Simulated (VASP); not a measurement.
# B (Pm-3m) in VASP: further runs

The runs below take B through single point, with r2SCAN.

Program: VASP 6.6.1. These are calculated values, not measurements. Logs are shortened: lines on timing, memory, paths and dates and some standing lists are left out, and cuts for length are marked.

**1. The cell of the first run**

It takes space group Pm-3m (No. 221, cubic). Conventional cell: a = 1.833 Å, b = 1.833 Å, c = 1.833 Å, α = 90.00°, β = 90.00°, γ = 90.00°. Within 2.4 Å of B (site symmetry m-3m) lie 6 B at 1.83 Å.

**2. Single point, r2SCAN (volume scaled by 0.92)**

POSCAR reads:

```
B
1.0
    1.8328314952      0.0000000000      0.0000000000
    0.0000000000      1.8328314952      0.0000000000
    0.0000000000      0.0000000000      1.8328314952
B
1
Direct
    0.0000000000      0.0000000000      0.0000000000
```

INCAR.step1 reads:

```
ALGO = Normal ; EDIFF = 1E-4
ENCUT = 520 ; GGA = PE
ISMEAR = -1 ; LASPH = T
LCHARG = F ; LREAL = F
LWAVE = T ; NBANDS = 8
NELM = 80 ; PREC = Accurate
SIGMA = 0.1
```

INCAR.step2 reads:

```
ALGO = Normal ; EDIFF = 1E-6
ENCUT = 520 ; ISIF = 2
ISMEAR = -1 ; ISTART = 1
LASPH = T ; LCHARG = T
LELF = T ; LMIXTAU = T
LREAL = F ; LVHAR = T
LWAVE = F ; METAGGA = R2SCAN
NBANDS = 8 ; NELM = 80
PREC = Accurate ; SIGMA = 0.1
```

KPOINTS reads:

```
k-points
0
Gamma
  19 19 19
```

Potentials or basis: VASP PAW PBE potentials, release 64 (B).

Launch:

```bash
$ cat potpaw_PBE.64/B/POTCAR > POTCAR
$ cp INCAR.step1 INCAR
$ mpirun -np 1 vasp_std > vasp.out
$ cp INCAR.step2 INCAR
$ mpirun -np 1 vasp_std > vasp.out
```

OUTCAR:

```text
EDIFF = 1E-6
   ENCUT = 520
   ISIF = 2
   ISMEAR = -1
   ISTART = 1
   LASPH = T
   LREAL = F
   METAGGA = R2SCAN
   NELM = 80
   PREC = Accurate

 ion  position               nearest neighbor table
   1  0.000  0.000  0.000-

  LATTYP: Found a simple cubic cell.
 ALAT       =     1.8328314952

  Lattice vectors:

 A1 = (   1.8328314952,   0.0000000000,   0.0000000000)
 A2 = (   0.0000000000,   1.8328314952,   0.0000000000)
 A3 = (   0.0000000000,   0.0000000000,   1.8328314952)

Analysis of symmetry for initial positions (statically):
=====================================================================
 Subroutine PRICEL returns:
 Original cell was already a primitive cell.

 Routine SETGRP: Setting up the symmetry group for a
 simple cubic supercell.

 Subroutine GETGRP returns: Found 48 space group operations
 (whereof 48 operations were pure point group operations)
 out of a pool of 48 trial point group operations.

The static configuration has the point symmetry O_h .

Analysis of symmetry for dynamics (positions and initial velocities):
=====================================================================
 Subroutine PRICEL returns:
 Original cell was already a primitive cell.

 Routine SETGRP: Setting up the symmetry group for a
 simple cubic supercell.

 Subroutine GETGRP returns: Found 48 space group operations
 (whereof 48 operations were pure point group operations)
 out of a pool of 48 trial point group operations.

The dynamic configuration has the point symmetry O_h .

 Subroutine INISYM returns: Found 48 space group operations
 (whereof 48 operations are pure point group operations),
 and found     1 'primitive' translations

----------------------------------------------------------------------------------------

                                     Primitive cell

  volume of cell :       6.1570

  direct lattice vectors                    reciprocal lattice vectors
     1.832831495  0.000000000  0.000000000     0.545603894  0.000000000  0.000000000
     0.000000000  1.832831495  0.000000000     0.000000000  0.545603894  0.000000000
     0.000000000  0.000000000  1.832831495     0.000000000  0.000000000  0.545603894

  length of vectors
     1.832831495  1.832831495  1.832831495     0.545603894  0.545603894  0.545603894

  position of ions in fractional coordinates (direct lattice)
     0.000000000  0.000000000  0.000000000

  ion indices of the primitive-cell ions
   primitive index   ion index
                 1           1

----------------------------------------------------------------------------------------

 KPOINTS: k-points

Automatic generation of k-mesh.
 Grid dimensions read from file:
 generate k-points for:   19   19   19

 Generating k-lattice:

  Cartesian coordinates                     Fractional coordinates (reciprocal lattice)
     0.028715994  0.000000000  0.000000000     0.052631579  0.000000000  0.000000000
     0.000000000  0.028715994  0.000000000     0.000000000  0.052631579  0.000000000
     0.000000000  0.000000000  0.028715994     0.000000000  0.000000000  0.052631579

  Length of vectors
     0.028715994  0.028715994  0.028715994

  Shift w.r.t. Gamma in fractional coordinates (k-lattice)
     0.000000000  0.000000000  0.000000000

 Subroutine IBZKPT returns following result:
 ===========================================

 Found    220 irreducible k-points:

 Following reciprocal coordinates:
            Coordinates               Weight
  0.000000  0.000000  0.000000      1.000000
  0.052632  0.000000  0.000000      6.000000
  0.105263  0.000000  0.000000      6.000000
  0.157895  0.000000  0.000000      6.000000
  0.210526  0.000000  0.000000      6.000000
  0.263158  0.000000  0.000000      6.000000
[... 16 lines left out ...]
  0.263158  0.105263  0.000000     24.000000
  0.315789  0.105263  0.000000     24.000000
 [... further k-points ...]
   k-points           NKPTS =    220   k-points in BZ     NKDIM =    220   number of bands    NBANDS=      8
   number of dos      NEDOS =    301   number of ions     NIONS =      1
   total plane-waves  NPLWV =   2744
   dimension x,y,z NGX =    14 NGY =   14 NGZ =   14
   dimension x,y,z NGXF=    28 NGYF=   28 NGZF=   28
   ions per type =               1
   NGX,Y,Z   is equivalent  to a cutoff of  12.70, 12.70, 12.70 a.u.
   NGXF,Y,Z  is equivalent  to a cutoff of  25.40, 25.40, 25.40 a.u.
 SYSTEM =  unknown system
   PREC   = accura    normal or accurate (medium, high low for compatibility)
   ISTART =      1    job   : 0-new  1-cont  2-samecut
   ICHARG =      0    charge: 1-file 2-atom 10-const
   ISPIN  =      1    spin polarized calculation?
   LNONCOLLINEAR =      F non collinear calculations
   LSORBIT =      F    spin-orbit coupling
   LASPH  =      T    aspherical Exc in radial PAW
   ENCUT  =  520.0 eV  38.22 Ry    6.18 a.u.   3.41  3.41  3.41*2*pi/ulx,y,z
   NELM   =     80;   NELMIN=  2; NELMDL=  0     # of ELM steps
   EDIFF  = 0.1E-05   stopping-criterion for ELM
   LREAL  =      F    real-space projection
   EDIFFG = 0.1E-04   stopping-criterion for IOM
   NSW    =      0    number of steps for IOM
   IBRION =     -1    ionic relax: 0-MD 1-quasi-New 2-CG
   NFREE  =      0    steps in history (QN), initial steepest desc. (CG)
   ISIF   =      2    stress and relaxation
   ISYM   =      2    0-nonsym 1-usesym 2-fastsym
   POTIM  = 0.5000    time-step for ionic-motion
   TEBEG  =    0.0;   TEEND  =   0.0 temperature during run
   PSTRESS=    0.0 pullay stress
   NELECT =       3.0000    total number of electrons
   NUPDOWN=      -1.0000    fix difference up-down
   EMIN   =  10.00;   EMAX   =-10.00  energy-range for DOS
   EFERMI =   0.00;   METHOD = LEGACY
   ISMEAR =    -1;   SIGMA  =   0.10  broadening in eV -4-tet -1-fermi 0-gaus
   EFERMI_NEDOS =   21; number of points for ismear=-14 and -15
   IALGO  =     38    algorithm
   IMIX   =      4    mixing-type and parameters
     AMIX     =   0.40;   BMIX     =  1.00
     AMIX_MAG =   1.60;   BMIX_MAG =  1.00
  volume/ion in A,a.u.               =       6.16        41.55
  Fermi-wavevector in a.u.,A,eV,Ry     =   1.288228  2.434398 22.579293  1.659531
  Thomas-Fermi vector in A             =   2.420194
   LORBIT       =      0    0 simple, 1 ext, 2 COOP (PROOUT), +10 PAW based schemes
   METAGGA = R2SCAN    functional components
   LHFCALC =     F    Hartree Fock is set to
   AEXX    =    0.0000 exact exchange contribution
   IVDW    =     0    specifies the selected vdW correction
   LEPSILON=     F    determine dielectric tensor
   LRPA    =     F    only Hartree local field effects (RPA)
 non-spin polarized calculation
  energy-cutoff  :      520.00
  volume of cell :        6.16
 maximum number of plane-waves:       174
 NGX is ok and might be reduce to    14
   NGX =  7   NGY =  7   NGZ =  7

 number of electron       3.0000000 magnetization

 Free energy of the ion-electron system (eV)
  ---------------------------------------------------
  ext. energy  EPLUGINS =         0.00000000
  ---------------------------------------------------
  free energy    TOTEN  =        -6.10343471 eV

  energy without entropy =       -6.09496821  energy(sigma->0) =       -6.09920146

 E-fermi :   7.9536     XC(G=0): -13.6794

 val. band max:        7.9306201210   @ k =   0.4211   0.4211   0.2105
 cond. band min:       8.0557491732   @ k =   0.3684   0.2632   0.1579
 fundamental gap:      0.1251290521
 Fermi energy:         7.9536301826

 k-point     1 :       0.0000    0.0000    0.0000
  band No.  band energies     occupation
      1      -9.7878      2.00000
      2      23.5885      0.00000
      3      23.5885      0.00000
      4      23.5885      0.00000
      5      34.0517      0.00000
      6      34.0517      0.00000
      7      45.9904      0.00000
      8      67.5582      0.00000

 k-point     2 :       0.0526    0.0000    0.0000
  band No.  band energies     occupation
      1      -9.6827      2.00000
      2      22.3715      0.00000
      3      23.6805      0.00000
      4      23.6805      0.00000
      5      34.1751      0.00000
      6      35.3930      0.00000
      7      45.9190      0.00000
      8      66.6390      0.00000

 k-point     3 :       0.1053    0.0000    0.0000
  band No.  band energies     occupation
      1      -9.3676      2.00000
      2      19.7480      0.00000
      3      23.9531      0.00000
      4      23.9531      0.00000
      5      34.5442      0.00000
      6      38.3413      0.00000
      7      45.7469      0.00000
      8      64.2741      0.00000

 k-point     4 :       0.1579    0.0000    0.0000
  band No.  band energies     occupation
      1      -8.8432      2.00000
      2      16.7526      0.00000
      3      24.3953      0.00000
      4      24.3953      0.00000
      5      35.1558      0.00000
      6      41.5791      0.00000
      7      45.7289      0.00000
      8      61.2580      0.00000

 k-point     5 :       0.2105    0.0000    0.0000
  band No.  band energies     occupation
      1      -8.1106      2.00000
      2      13.7427      0.00000
      3      24.9862      0.00000
      4      24.9862      0.00000
      5      36.0029      0.00000
      6      43.3907      0.00000
      7      47.1563      0.00000
      8      58.1426      0.00000

 k-point     6 :       0.2632    0.0000    0.0000
  band No.  band energies     occupation
      1      -7.1722      2.00000
      2      10.8418      0.00000
      3      25.6916      0.00000
      4      25.6916      0.00000
      5      37.0719      0.00000
      6      43.3581      0.00000
      7      50.1826      0.00000
      8      55.1996      0.00000

 k-point     7 :       0.3158    0.0000    0.0000
  band No.  band energies     occupation
      1      -6.0327      2.00000
      2       8.1046      0.36182
      3      26.4574      0.00000
      4      26.4574      0.00000
      5      38.3371      0.00000
      6      42.9531      0.00000
      7      52.5862      0.00000
      8      52.5862      0.00000

 k-point     8 :       0.3684    0.0000    0.0000
  band No.  band energies     occupation
      1      -4.7030      2.00000
      2       5.5644      2.00000
      3      27.2015      0.00000
      4      27.2015      0.00000
      5      39.7365      0.00000
      6      42.5443      0.00000
      7      50.4305      0.00000
      8      50.4305      0.00000

 k-point     9 :       0.4211    0.0000    0.0000
  band No.  band energies     occupation
      1      -3.2189      2.00000
      2       3.2685      2.00000
      3      27.8122      0.00000
      4      27.8122      0.00000
      5      41.1222      0.00000
      6      42.2339      0.00000
      7      48.8689      0.00000
      8      48.8689      0.00000

 k-point    10 :       0.4737    0.0000    0.0000
  band No.  band energies     occupation
      1      -1.7855      2.00000
      2       1.4278      2.00000
      3      28.1632      0.00000
      4      28.1632      0.00000
      5      42.0686      0.00000
      6      42.1189      0.00000
      7      48.0389      0.00000
      8      48.0389      0.00000
[... 78 lines left out ...]
 k-point    18 :       0.4211    0.0526    0.0000
  band No.  band energies     occupation
      1      -3.1118      2.00000
      2       3.3521      2.00000
      3      27.0668      0.00000
      4      27.8942      0.00000
      5      40.8717      0.00000
      6      41.9317      0.00000
      7      48.1686      0.00000
      8      48.9892      0.00000

 k-point    19 :       0.4737    0.0526    0.0000
  band No.  band energies     occupation
      1      -1.6727      2.00000
      2       1.5077      2.00000
      3      27.4626      0.00000
      4      28.2439      0.00000
      5      40.4987      0.00000
      6      42.9400      0.00000
      7      47.1622      0.00000
      8      48.1626      0.00000

 k-point    20 :       0.1053    0.1053    0.0000
  band No.  band energies     occupation
      1      -8.9472      2.00000
      2      18.9777      0.00000
      3      21.5282      0.00000
      4      24.3154      0.00000
      5      37.0668      0.00000
      6      40.3623      0.00000
      7      45.1746      0.00000
      8      61.2326      0.00000

 k-point    21 :       0.1579    0.1053    0.0000
  band No.  band energies     occupation
      1      -8.4224      2.00000
      2      16.6808      0.00000
      3      21.4113      0.00000
      4      24.7545      0.00000
      5      38.0886      0.00000
      6      43.0020      0.00000
      7      44.7956      0.00000
      8      58.6300      0.00000

 k-point    22 :       0.2105    0.1053    0.0000
  band No.  band energies     occupation
      1      -7.6896      2.00000
      2      13.8785      0.00000
      3      21.9239      0.00000
      4      25.3410      0.00000
      5      39.0051      0.00000
      6      42.9880      0.00000
      7      47.1878      0.00000
      8      56.0739      0.00000

 k-point    23 :       0.2632    0.1053    0.0000
  band No.  band energies     occupation
      1      -6.7511      2.00000
      2      11.0735      0.00000
      3      22.6730      0.00000
      4      26.0403      0.00000
      5      40.0226      0.00000
      6      41.7734      0.00000
      7      50.2536      0.00000
      8      53.8818      0.00000

 k-point    24 :       0.3158    0.1053    0.0000
  band No.  band energies     occupation
      1      -5.6112      2.00000
      2       8.3902      0.02510
      3      23.5494      0.00000
      4      26.7983      0.00000
      5      40.3389      0.00000
      6      41.2062      0.00000
      7      51.1269      0.00000
      8      53.0044      0.00000

 [... further k-points ...]
[... 5 lines left out ...]
  --------------------------------------------------------------------------------------
  -------------------------------------------------------------------------------------
  Total        0.8830866      0.8830866      0.8830866     -0.0000000     -0.0000000     -0.0000000
  in kB      229.7979999    229.7979999    229.7979999     -0.0000000     -0.0000000     -0.0000000
  external PRESSURE =     229.7979999 kB  Pullay stress =       0.0000000 kB

 VOLUME and BASIS-vectors are now :
 -----------------------------------------------------------------------------
  energy-cutoff  :      520.00
  volume of cell :        6.16
      direct lattice vectors                 reciprocal lattice vectors
     1.832831495  0.000000000  0.000000000     0.545603894  0.000000000  0.000000000
     0.000000000  1.832831495  0.000000000     0.000000000  0.545603894  0.000000000
     0.000000000  0.000000000  1.832831495     0.000000000  0.000000000  0.545603894

 POSITION                                       TOTAL-FORCE (eV/Angst)
 -----------------------------------------------------------------------------------
      0.00000      0.00000      0.00000         0.000000      0.000000      0.000000
 -----------------------------------------------------------------------------------
    total drift:                                0.000000      0.000000      0.000000

  FREE ENERGIE OF THE ION-ELECTRON SYSTEM (eV)
  ---------------------------------------------------
  free  energy   TOTEN  =        -6.1034347093 eV

  energy  without entropy=       -6.0949682100  energy(sigma->0) =       -6.09920146
```

Run time: 12 s. Hardware: 1 thread of Intel Xeon Platinum 8259CL at 2.50GHz (Skylake/Cascade Lake), shared host; peak memory 0.11 GiB.

Results:

- Free energy: -6.1034 eV
- Pressure: 23.0 GPa

Levels at points of the mesh, in eV from the Fermi level:
| k point | band 1 | band 2 | band 3 | band 4 | band 5 |
| --- | --- | --- | --- | --- | --- |
| (0.00, 0.00, 0.00) | -17.74 | 15.63 | 15.63 | 15.63 | 26.10 |

Caveat: the PAW data sets were made with another functional, which shifts forces and pressure a little.

**3. Single point, r2SCAN (volume scaled by 0.96)**

POSCAR reads:

```
B
1.0
    1.8590183402      0.0000000000      0.0000000000
    0.0000000000      1.8590183402      0.0000000000
    0.0000000000      0.0000000000      1.8590183402
B
1
Direct
    0.0000000000      0.0000000000      0.0000000000
```

INCAR.step1 reads:

```
SYSTEM = B
PREC = Accurate
ENCUT = 520
ISMEAR = -1
SIGMA = 0.1
LREAL = .FALSE.
LASPH = .TRUE.
NELM = 100
NBANDS = 8
GGA = PE
ALGO = Normal
EDIFF = 1E-4
LWAVE = .TRUE.
LCHARG = .FALSE.
```

INCAR.step2 reads:

```
SYSTEM = B
PREC = Accurate
ENCUT = 520
EDIFF = 1E-6
ISMEAR = -1
SIGMA = 0.1
LREAL = .FALSE.
LASPH = .TRUE.
NELM = 100
ALGO = Normal
ISIF = 2
LWAVE = .FALSE.
LCHARG = .FALSE.
METAGGA = R2SCAN
LMIXTAU = .TRUE.
NBANDS = 8
ISTART = 1
```

KPOINTS reads:

```
regular mesh
0
G
  19 19 19
  0 0 0
```

Potentials or basis: VASP PAW PBE potentials, release 64 (B).

Launch:

```bash
$ cat potpaw_PBE.64/B/POTCAR > POTCAR
$ cp INCAR.step1 INCAR
$ mpirun -np 1 vasp_std > vasp.out
$ cp INCAR.step2 INCAR
$ mpirun -np 1 vasp_std > vasp.out
```

Wall time 12 s (1 thread of Intel Xeon Platinum 8259CL at 2.50GHz (Skylake/Cascade Lake), shared host); peak memory 0.11 GiB.

It converged, with:

| Quantity | Value |
| --- | --- |
| Free energy | -6.1313 eV |
| Pressure | 10.6 GPa |

Levels at points of the mesh, in eV from the Fermi level:
```
           k point  band 1  band 2  band 3  band 4  band 5
(0.00, 0.00, 0.00)  -17.30   15.11   15.11   15.11   25.52
```

Caveat: the PAW data sets were made with another functional, which shifts forces and pressure a little.

(Part 1 of 2 ends here.)
